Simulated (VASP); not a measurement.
Here is a VASP 6.6.1 calculation.

The input INCAR:

```
SYSTEM = CdSe
ALGO = Normal
EDIFF = 1E-7
ENCUT = 520
GGA = PS
GGA_COMPAT = .FALSE.
ISIF = 2
ISMEAR = -1
LASPH = .TRUE.
LCHARG = .FALSE.
LNONCOLLINEAR = .TRUE.
LORBIT = 11
LORBMOM = .TRUE.
LREAL = .FALSE.
LSORBIT = .TRUE.
LWAVE = .FALSE.
MAGMOM = 0 0 0 0 0 0
NBANDS = 30
NELM = 150
PREC = Accurate
SIGMA = 0.01
```

The input KPOINTS:

```
k-points
0
G
  6 6 6
  0 0 0
```

POSCAR

```
CdSe
1.0
    3.0565209857      3.0565209857      0.0000000000
   -3.0565209857      3.0565209857      0.0000000000
    0.0000000000      3.0565209857      3.0207288430
Cd Se
1 1
Direct
    0.0000000000      0.0000000000      0.0000000000
    0.7500000000      0.2500000000      0.5000000000
```

Potentials or basis: VASP PAW PBE potentials, release 64 (Cd, Se).

The run is started by

```console
$ cat potpaw_PBE.64/Cd/POTCAR potpaw_PBE.64/Se/POTCAR > POTCAR
$ mpirun -np 1 vasp_ncl > vasp.out
```

(1) Estimate the pressure.

(2) What does it give for the net moment?

Answers

(1) 0.1 GPa.

(2) 0.00 μB per cell.

Caveat: the cell differs from its parent crystal (film at in-plane strain +0.005); the PAW data sets were made with another functional, which shifts forces and pressure a little.
